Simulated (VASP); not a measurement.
HgTe (wurtzite type): single point with PBE

The system is HgTe (wurtzite type).

```
Hg Te
1.0
     2.92383    0.00000    0.00000
    -1.46192    2.53211    0.00000
     0.00000    0.00000   10.47838
Hg Te
2 2
Direct
  0.33333 0.66667 0.05912
  0.66667 0.33333 0.55912
  0.33333 0.66667 0.31688
  0.66667 0.33333 0.81688
```

```yaml
Program: VASP 6.6.1
Task: single point
Functional: PBE
Potentials_or_basis: VASP PAW PBE potentials, release 64 (Hg, Te)
Cutoff: 520 eV
k_mesh: 9 × 9 × 5
Occupations: fermi-dirac, width 0.05 eV
Spin: no spin polarisation
```

```json
{"Pressure": "42.7 GPa", "Largest force": "0.003 eV/Å", "Band gap on the k mesh": "zero (bands 18 and 19 overlap by 7.66 eV)"}
```

Forces in eV/Å, atoms in the order of the input:
```
Hg   0.000  0.000 -0.003
Hg   0.000  0.000 -0.003
Te   0.000  0.000  0.003
Te   0.000  0.000  0.003
```

Levels at points of the mesh, in eV from the Fermi level:
| k point | band 15 | band 16 | band 17 | band 18 | band 19 | band 20 | band 21 | band 22 |
| --- | --- | --- | --- | --- | --- | --- | --- | --- |
| (0.00, 0.00, 0.00) | -6.46 | 0.19 | 1.14 | 5.31 | 5.31 | 5.54 | 5.54 | 8.37 |

Wall time 75 s on 1 thread of AMD EPYC 7R13, with other jobs on the host, peak memory 0.21 GiB.

Caveat: the cell stands under pressure; spin-orbit coupling is left out, which moves the levels of the heavy elements.
